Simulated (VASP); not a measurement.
Set up this calculation in VASP 6.6.1, as the native input.

| Item | Value |
| --- | --- |
| Task | single point |
| Functional | r2SCAN |
| Potentials or basis | VASP PAW PBE potentials, release 64 (Sn_d) |
| Cutoff | 520 eV |
| k mesh | 10 × 10 × 10 |
| Occupations | gaussian, width 0.15 eV |
| Spin | no spin polarisation |
| Dipole correction | no |
| Further INCAR settings | ALGO = Normal; EDIFF = 1e-06; NBANDS = 21 |

The system is Sn.

```
Sn
1.0
     0.00000    3.05423    3.66507
     3.05423    0.00000    3.66507
     3.05423    3.05423    0.00000
Sn
2
Direct
  0.50000 0.50000 0.50000
  0.75000 0.75000 0.75000
```

This cell differs from its parent crystal: ratio of the length along z to the lengths across it x 1.2, volume and fractional coordinates fixed.

The input as run:

POSCAR

```
Sn
1.0
    0.0000000000      3.0542265353      3.6650718424
    3.0542265353      0.0000000000      3.6650718424
    3.0542265353      3.0542265353      0.0000000000
Sn
2
Direct
    0.5000000000      0.5000000000      0.5000000000
    0.7500000000      0.7500000000      0.7500000000
```

INCAR.step1

```
ALGO     = Normal         # electronic algorithm
EDIFF    = 1E-4           # SCF threshold, eV
ENCUT    = 520            # plane-wave cutoff, eV
GGA      = PE             # functional
ISMEAR   = 0              # smearing method
LASPH    = T              # aspherical terms in the spheres
LCHARG   = F              # write CHGCAR
LREAL    = F              # projectors in reciprocal space
LWAVE    = T              # write WAVECAR
NBANDS   = 21             # bands
NELM     = 60             # most SCF steps
PREC     = Accurate       # precision mode
SIGMA    = 0.15           # smearing width, eV
```

INCAR.step2

```
ALGO     = Normal         # electronic algorithm
EDIFF    = 1E-6           # SCF threshold, eV
ENCUT    = 520            # plane-wave cutoff, eV
ISIF     = 2              # what is computed and relaxed
ISMEAR   = 0              # smearing method
ISTART   = 1            
LASPH    = T              # aspherical terms in the spheres
LCHARG   = F              # write CHGCAR
LMIXTAU  = T            
LREAL    = F              # projectors in reciprocal space
LWAVE    = F              # write WAVECAR
METAGGA  = R2SCAN         # meta-GGA
NBANDS   = 21             # bands
NELM     = 60             # most SCF steps
PREC     = Accurate       # precision mode
SIGMA    = 0.15           # smearing width, eV
```

KPOINTS

```
k-points
0
Gamma
  10 10 10
```

Potentials or basis: VASP PAW PBE potentials, release 64 (Sn_d).

Command:

```bash
$ cat potpaw_PBE.64/Sn_d/POTCAR > POTCAR
$ cp INCAR.step1 INCAR
$ mpirun -np 1 vasp_std > vasp.out
$ cp INCAR.step2 INCAR
$ mpirun -np 1 vasp_std > vasp.out
```

It gave:

The pressure is 1.5 GPa and the band gap on the k mesh is zero (bands 14 and 15 overlap by 0.82 eV).

Caveat: the PAW data sets were made with another functional, which shifts forces and pressure a little; spin-orbit coupling is left out, which moves the levels of the heavy elements.

It took 8.3 min on 1 thread of Intel Xeon 8259CL (shared host), peak memory 0.28 GiB.
